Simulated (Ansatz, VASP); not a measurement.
Two plane-wave programs on HfN

```
Hf N
1.0
     0.00000    2.28820    2.28820
     2.28820    0.00000    2.28820
     2.28820    2.28820    0.00000
Hf N
1 1
Direct
  0.50000 0.50000 0.50000
  0.00000 0.00000 0.00000
```

Alike in both runs: task single point; functional PBE; dispersion D3(BJ); k mesh 10 × 10 × 10; occupations gaussian, width 0.05 eV; no spin polarisation.

|  | VASP | Ansatz |
| --- | --- | --- |
| version | VASP 6.6.1 | Ansatz 0.2.0 |
| potentials or method | VASP PAW PBE potentials, release 64 (Hf_pv, N), cutoff 520 eV | scalar-relativistic, plane waves, PAW |
| valence electrons in the cell | 15 | 31 |

Ansatz gave:

* gap on the k mesh at the Fermi level (eV): none
* pressure (GPa): -9.9

**Question.** Estimate VASP's values.

**Answer.** gap on the k mesh at the Fermi level (eV): none; pressure (GPa): -12.2.

A gap of «none» marks a metal or a gap that the smearing closes. VASP's potentials hold 15 valence electrons a cell and Ansatz's 31, so a difference there can come from the potentials and not from the codes.

Neither program's run includes spin-orbit coupling.
